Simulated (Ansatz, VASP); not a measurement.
**One calculation of MoS2, two programs**

```xyz
6
Lattice="3.1844 0.0000 0.0000 -1.5922 2.7578 0.0000 0.0000 0.0000 12.9738" Properties=species:S:1:pos:R:3 pbc="T T T"
Mo    0.0000    1.8385    3.2434
Mo    1.5922    0.9193    9.7303
S     0.0000    1.8385    8.1777
S     1.5922    0.9193    1.6908
S     0.0000    1.8385   11.2830
S     1.5922    0.9193    4.7961
```

Alike in both runs: functional r2SCAN; k mesh 12 × 12 × 4; occupations fermi-dirac, width 0.1 eV; no spin polarisation.

Ansatz relaxed the structure, and its values are those at the end. VASP's run is a single point on that final structure, the one shown.

|  | VASP | Ansatz |
| --- | --- | --- |
| version | VASP 6.6.1 | Ansatz 0.2.0 |
| potentials or method | VASP PAW PBE potentials, release 64 (Mo_sv, S) | PAW with Ansatz's default frozen-core files, scalar-relativistic |
| plane-wave cutoff (eV) | 520 | 500 |
| valence electrons in the cell | 52 | 52 |

|  | VASP | Ansatz | Ansatz less VASP |
| --- | --- | --- | --- |
| pressure (GPa) | 0.0 | 0.0 | -0.05 |

VASP's potentials were made for PBE, not for r2SCAN.
